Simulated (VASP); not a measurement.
Wanted: the native input for a VASP 6.6.1 run.

```yaml
Task: single point
Functional: BLYP
Potentials_or_basis: VASP PAW PBE potentials, release 64 (Os_sv_GW)
Cutoff: 560 eV
k_mesh: 11 × 11 × 6
Occupations: fermi-dirac, width 0.05 eV
Spin: no spin polarisation
Dipole_correction: no
Further_INCAR_settings: ALGO = Normal; EDIFF = 1e-06; NBANDS = 23
```

The structure of Os lies in POSCAR:

```
Os
1.0
    2.7522071502      0.0000000000      0.0000000000
   -1.3761035751      2.3834813086      0.0000000000
    0.0000000000      0.0000000000      4.3483081185
Os
2
Direct
    0.6666666667      0.3333333333      0.7500000000
    0.3333333333      0.6666666667      0.2500000000
```

The input as run:

INCAR

```
SYSTEM = Os
PREC = Accurate
ENCUT = 560
EDIFF = 1E-6
ISMEAR = -1
SIGMA = 0.05
LREAL = .FALSE.
LASPH = .TRUE.
NELM = 120
ALGO = Normal
ISIF = 2
LWAVE = .FALSE.
LCHARG = .FALSE.
GGA = B5
ALDAX = 1.0
AGGAX = 1.0
AGGAC = 1.0
ALDAC = 0.0
NBANDS = 23
GGA_COMPAT = .FALSE.
```

KPOINTS

```
Automatic mesh
0
G
  11 11 6
  0 0 0
```

Potentials or basis: VASP PAW PBE potentials, release 64 (Os_sv_GW).

The run is started by

```bash
$ cat potpaw_PBE.64/Os_sv_GW/POTCAR > POTCAR
$ mpirun -np 1 vasp_std > vasp.out
```

It gave:

* Pressure: 17.3 GPa
* Band gap on the k mesh: zero (bands 16 and 17 overlap by 3.78 eV)

Caveat: the cell stands under pressure; the PAW data sets were made with another functional, which shifts forces and pressure a little; spin-orbit coupling is left out, which moves the levels of the heavy elements.

Run time: 57 s on 1 thread of Intel(R) Xeon(R) 6975P-C (Granite Rapids), with other jobs on the host, peak memory 0.18 GiB.
